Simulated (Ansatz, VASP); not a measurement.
## SnSe in VASP and in Ansatz

File INCAR:

```
PREC = Accurate
ENCUT = 520
EDIFF = 1E-7
ISMEAR = -1
SIGMA = 0.01
LREAL = F
LASPH = T
NELM = 60
ALGO = Normal
ISIF = 2
LWAVE = F
LCHARG = F
GGA = PE
NBANDS = 17
```

Contents of KPOINTS:

```
regular mesh
0
Gamma
  7 7 7
```

File POSCAR:

```
SnSe
1.0
    0.0000000000      2.9847046864      2.9847046864
    2.9847046864      0.0000000000      2.9847046864
    2.9847046864      2.9847046864      0.0000000000
Sn Se
1 1
Direct
    0.0000000000      0.0000000000      0.0000000000
    0.5000000000      0.5000000000      0.5000000000
```

Input for Ansatz:

```yaml
crystal:
  lattice:
    - [0.0, 2.9847046864, 2.9847046864]
    - [2.9847046864, 0.0, 2.9847046864]
    - [2.9847046864, 2.9847046864, 0.0]
  atoms:
    - { symbol: Sn, position: [0.0, 0.0, 0.0] }
    - { symbol: Se, position: [0.5, 0.5, 0.5] }
kpoints:
  mp_grid: { grid: [7, 7, 7] }
scf:
  occupations: { method: fermi_dirac, width: 0.01 }
hamiltonian:
  xc: pbe
  pseudopotentials: { kind: all_electron, lapw: { basis_error: 0.0005 } }
output:
  forces: true
  stress: true
  eigenvalues: true
```

Change from the starting cell: volume scaled by 0.975.

Alike in both runs: task single point; functional PBE; k mesh 7 × 7 × 7; occupations fermi-dirac, width 0.01 eV; no spin polarisation.

|  | VASP | Ansatz |
| --- | --- | --- |
| version | VASP 6.6.1 | Ansatz 0.2.0 |
| potentials or method | VASP PAW PBE potentials, release 64 (Sn_d, Se), cutoff 520 eV | all-electron LAPW, scalar-relativistic |

|  | VASP | Ansatz | Ansatz less VASP |
| --- | --- | --- | --- |
| pressure (GPa) | 2.4 | 2.4 | -0.01 |

Ansatz ran all-electron here, and VASP with PAW potentials.
